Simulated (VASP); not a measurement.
The system is CdO.

```
Cd O
1.0
     0.00000    2.34815    2.34815
     2.34815    0.00000    2.34815
     2.34815    2.34815    0.00000
Cd O
1 1
Cartesian
  0.0000 0.0000 0.0000
  2.3482 2.3482 2.3482
```

Base run:

| Item | Value |
| --- | --- |
| Program | VASP 6.6.1 |
| Functional | PBE0 |
| Potentials or basis | VASP PAW PBE potentials, release 64 (Cd_sv_GW, O) |
| Cutoff | 520 eV |
| k mesh | 6 × 6 × 6 |
| Occupations | gaussian, width 0.05 eV |
| Spin | no spin polarisation |

Its results: band gap on the k mesh 1.61 eV (least direct gap 3.00 eV); pressure -1.7 GPa.

**Question.** The run is repeated on the same cell with these changes: functional from PBE0 to PBE; cutoff from 520 eV to 700 eV. What comes out?

**Answer.** Band gap on the k mesh zero (bands 13 and 14 overlap by 0.40 eV); pressure 6.2 GPa.

Caveats: some runs use coarse meshes; the PAW data sets were made with another functional, which shifts forces and pressure a little (at least some runs); semilocal functionals underestimate gaps, and a narrow one can read as zero (at least some runs).

A k mesh can miss the band edges.
